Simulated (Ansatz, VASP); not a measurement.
# One calculation of Al2Cu, two programs

```
CELL_PARAMETERS angstrom
4.02500 0.00000 0.00000
0.00000 4.02500 0.00000
0.00000 0.00000 3.11550
ATOMIC_POSITIONS crystal
Al 0.50000 0.00000 0.50000
Al 0.00000 0.50000 0.50000
Cu 0.00000 0.00000 0.00000
```

Alike in both runs: task single point; functional PBE; k mesh 10 × 10 × 14; occupations gaussian, width 0.15 eV; no spin polarisation.

|  | VASP | Ansatz |
| --- | --- | --- |
| version | VASP 6.6.1 | Ansatz 0.2.0 |
| potentials or method | VASP PAW PBE potentials, release 64 (Al, Cu), cutoff 520 eV | scalar-relativistic, plane waves, PAW |
| valence electrons in the cell | 17 | 25 |

VASP gave:

```
gap on the k mesh at the Fermi level (eV)                     : none
pressure (GPa)                                                : -1.6
traceless stress, the component that is largest in VASP (GPa) : -4.29
```

Problem. Which values does Ansatz return?

Solution. gap on the k mesh at the Fermi level (eV): none; pressure (GPa): -1.7; traceless stress, the component that is largest in VASP (GPa): -4.34.

A gap of «none» marks a metal or a gap that the smearing closes. The functional is the same, so the differences come from potentials, cutoffs and numerics. VASP's potentials hold 17 valence electrons a cell and Ansatz's 25, so a difference there can come from the potentials and not from the codes.
